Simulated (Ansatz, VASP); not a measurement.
## One calculation of TaSi2, two programs

The input INCAR:

```
SYSTEM = TaSi2
ALGO     = Normal         ! electronic algorithm
EDIFF    = 1E-6           ! SCF threshold, eV
EDIFFG   = -0.01          ! ionic threshold
ENCUT    = 600            ! plane-wave cutoff, eV
GGA      = PS             ! functional
IBRION   = 2              ! ionic algorithm
ISIF     = 3              ! what is computed and relaxed
ISMEAR   = -1             ! smearing method
LASPH    = .TRUE.         ! aspherical terms in the spheres
LCHARG   = .FALSE.        ! write CHGCAR
LREAL    = .FALSE.        ! projectors in reciprocal space
LWAVE    = .FALSE.        ! write WAVECAR
NELM     = 60             ! most SCF steps
NSW      = 80             ! ionic steps
PREC     = Accurate       ! precision mode
SIGMA    = 0.1            ! smearing width, eV
```

The input KPOINTS:

```
k-points
0
G
  8 8 5
  0 0 0
```

The input POSCAR:

```
TaSi2
1.0
    4.7800000000      0.0000000000      0.0000000000
   -2.3900000000      4.1396014300      0.0000000000
    0.0000000000      0.0000000000      6.5640000000
Ta Si
3 6
Direct
    0.5000000000      0.0000000000      0.5000000000
    0.5000000000      0.5000000000      0.8333333300
    0.0000000000      0.5000000000      0.1666666700
    0.1666500000      0.3333000000      0.5000000000
    0.8333500000      0.1666500000      0.8333333300
    0.6667000000      0.8333500000      0.1666666700
    0.8333500000      0.6667000000      0.5000000000
    0.1666500000      0.8333500000      0.8333333300
    0.3333000000      0.1666500000      0.1666666700
```

Input for Ansatz:

```yaml
crystal:
  lattice:
    - [4.78, 0.0, 0.0]
    - [-2.39, 4.13960143, 0.0]
    - [0.0, 0.0, 6.564]
  atoms:
    - { symbol: Ta, position: [0.5, 0.0, 0.5] }
    - { symbol: Ta, position: [0.5, 0.5, 0.83333333] }
    - { symbol: Ta, position: [0.0, 0.5, 0.16666667] }
    - { symbol: Si, position: [0.16665, 0.3333, 0.5] }
    - { symbol: Si, position: [0.83335, 0.16665, 0.83333333] }
    - { symbol: Si, position: [0.6667, 0.83335, 0.16666667] }
    - { symbol: Si, position: [0.83335, 0.6667, 0.5] }
    - { symbol: Si, position: [0.16665, 0.83335, 0.83333333] }
    - { symbol: Si, position: [0.3333, 0.16665, 0.16666667] }
  symmetry: { tolerance: 0.0003 }
hamiltonian:
  xc: pbesol
  pseudopotentials: { kind: paw, azcp: { folder: soft_1 } }
basis:
  ecutwfc: 420
magnetization:
  spin_polarized: false
scf:
  occupations: { method: fermi_dirac, width: 0.1 }
kpoints:
  mp_grid: { grid: [8, 8, 5], shift: [0, 0, 0] }
output:
  forces: true
  stress: true
  eigenvalues: true
relax:
  max_steps: 60
  cell: {}
```

Alike in both runs: task relaxation of cell and atoms; functional PBEsol; k mesh 8 × 8 × 5; occupations fermi-dirac, width 0.1 eV; no spin polarisation.

|  | VASP | Ansatz |
| --- | --- | --- |
| version | VASP 6.6.1 | Ansatz 0.2.0 |
| potentials or method | VASP PAW PBE potentials, release 64 (Ta_pv, Si), cutoff 600 eV | PAW plane waves |
| valence electrons in the cell | 57 | 63 |

```csv
,VASP,Ansatz,Ansatz less VASP
"gap on the k mesh at the Fermi level, each at its own relaxed structure (eV)",none,none,-
relaxed volume (Å³/atom),14.32,14.31,-0.016
relaxed length of the cell vector where the two differ most in proportion (Å),6.560,6.556,-0.0038
```

VASP's potentials were made for PBE, not for PBEsol, and Ansatz warns of the same on its side. A gap of «none» marks a metal or a gap that the smearing closes. VASP's potentials hold 57 valence electrons a cell and Ansatz's 63, so a difference there can come from the potentials and not from the codes.

Spin-orbit coupling is off throughout.
